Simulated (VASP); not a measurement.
Set up this calculation in VASP 6.6.1, as the native input.

```
Task                   : single point
Functional             : PBEsol
Potentials or basis    : VASP PAW PBE potentials, release 64 (Bi_d, S)
Cutoff                 : 520 eV
k mesh                 : 2 × 6 × 2
Occupations            : fermi-dirac, width 0.02 eV
Spin                   : no spin polarisation
Dipole correction      : no
Further INCAR settings : LREAL = Auto; ALGO = Normal; EDIFF = 1e-06; NBANDS = 112
```

The structure of Bi2S3 lies in POSCAR:

```
Bi2S3
1.0
   11.1899723570      0.0000000000      0.0000000000
    0.0000000000      3.9651691602      0.0000000000
    0.0000000000      0.0000000000     10.9386417279
Bi S
8 12
Direct
    0.4912133772      0.2500000000      0.3243855901
    0.0087866228      0.7500000000      0.8243855901
    0.9912133772      0.2500000000      0.1756144099
    0.5087866228      0.7500000000      0.6756144099
    0.3345442144      0.7500000000      0.0303713216
    0.1654557856      0.2500000000      0.5303713216
    0.8345442144      0.7500000000      0.4696286784
    0.6654557856      0.2500000000      0.9696286784
    0.2824854223      0.2500000000      0.1941032879
    0.2175145777      0.7500000000      0.6941032879
    0.7824854223      0.2500000000      0.3058967121
    0.7175145777      0.7500000000      0.8058967121
    0.5490090629      0.7500000000      0.1294777294
    0.9509909371      0.2500000000      0.6294777294
    0.0490090629      0.7500000000      0.3705222706
    0.4509909371      0.2500000000      0.8705222706
    0.3769380591      0.7500000000      0.4435749393
    0.1230619409      0.2500000000      0.9435749393
    0.8769380591      0.7500000000      0.0564250607
    0.6230619409      0.2500000000      0.5564250607
```

These files were run (other wordings do the same):

INCAR

```
PREC     = Accurate       # precision mode
ENCUT    = 520            # plane-wave cutoff, eV
EDIFF    = 1E-6           # SCF threshold, eV
ISMEAR   = -1             # smearing method
SIGMA    = 0.02           # smearing width, eV
LREAL    = Auto         
LASPH    = True           # aspherical terms in the spheres
NELM     = 60             # most SCF steps
ALGO     = Normal         # electronic algorithm
ISIF     = 2              # what is computed and relaxed
LWAVE    = False          # write WAVECAR
LCHARG   = False          # write CHGCAR
GGA      = PS             # functional
NBANDS   = 112            # bands
```

KPOINTS

```
Automatic mesh
0
Gamma
  2 6 2
```

Potentials or basis: VASP PAW PBE potentials, release 64 (Bi_d, S).

Command:

```console
$ cat potpaw_PBE.64/Bi_d/POTCAR potpaw_PBE.64/S/POTCAR > POTCAR
$ mpirun -np 1 vasp_std > vasp.out
```

Results of the run:

The pressure is 0.0 GPa and the largest force is 0.005 eV/Å. The band gap on the k mesh is 1.26 eV (least direct gap 1.33 eV).

Caveat: the PAW data sets were made with another functional, which shifts forces and pressure a little; spin-orbit coupling is left out, which moves the levels of the heavy elements.

Wall time 20 min on 1 thread of Oxide Virtual Turin-like Processor, with other jobs on the host, peak memory 0.76 GiB.
